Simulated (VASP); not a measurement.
Wanted: the native input for a VASP 6.6.1 run.

- Task: single point
- Functional: LDA
- Potentials or basis: VASP PAW LDA potentials, release 64 (Zn, S)
- Cutoff: 520 eV
- k mesh: 10 × 10 × 10
- Occupations: gaussian, width 0.05 eV
- Spin: no spin polarisation
- Dipole correction: no
- Further INCAR settings: ALGO = Normal; EDIFF = 1e-06; NBANDS = 16

The structure of ZnS lies in POSCAR:

```
ZnS
1.0
   -1.1358818225      2.2717636451      2.2717636451
    2.2717636451     -1.1358818225      2.2717636451
    2.2717636451      2.2717636451     -1.1358818225
Zn S
1 1
Direct
    0.0000000000      0.0000000000      0.0000000000
    0.7500000000      0.7500000000      0.7500000000
```

This cell differs from its parent crystal: ratio of the length along [111] to the lengths across it x 0.5, volume and fractional coordinates fixed.

The input as run:

INCAR

```
SYSTEM = ZnS
  PREC = Accurate
  ENCUT = 520
  EDIFF = 1E-6
  ISMEAR = 0
  SIGMA = 0.05
  LREAL = .FALSE.
  LASPH = .TRUE.
  NELM = 80
  ALGO = Normal
  ISIF = 2
  LWAVE = .FALSE.
  LCHARG = .TRUE.
  LELF = .TRUE.
  LVHAR = .TRUE.
  NBANDS = 16
```

KPOINTS

```
regular mesh
0
G
  10 10 10
  0 0 0
```

Potentials or basis: VASP PAW LDA potentials, release 64 (Zn, S).

Launch:

```bash
$ cat potpaw_LDA.64/Zn/POTCAR potpaw_LDA.64/S/POTCAR > POTCAR
$ mpirun -np 1 vasp_std > vasp.out
```

Results of the run:

* Pressure: 88.7 GPa
* Largest force: 43.819 eV/Å
* Band gap on the k mesh: 0.42 eV (least direct gap 0.75 eV)

Caveat: atoms lie so close that the PAW spheres overlap strongly, which falsifies energies and pressures; the cell stands under pressure; forces of over 1 eV/Å act on the atoms, so gaps and moduli don't describe the material at rest.

It took 59 s on 1 thread of Intel(R) Xeon(R) Platinum 8259CL CPU @ 2.50GHz (Skylake/Cascade Lake) (shared host), peak memory 0.19 GiB.
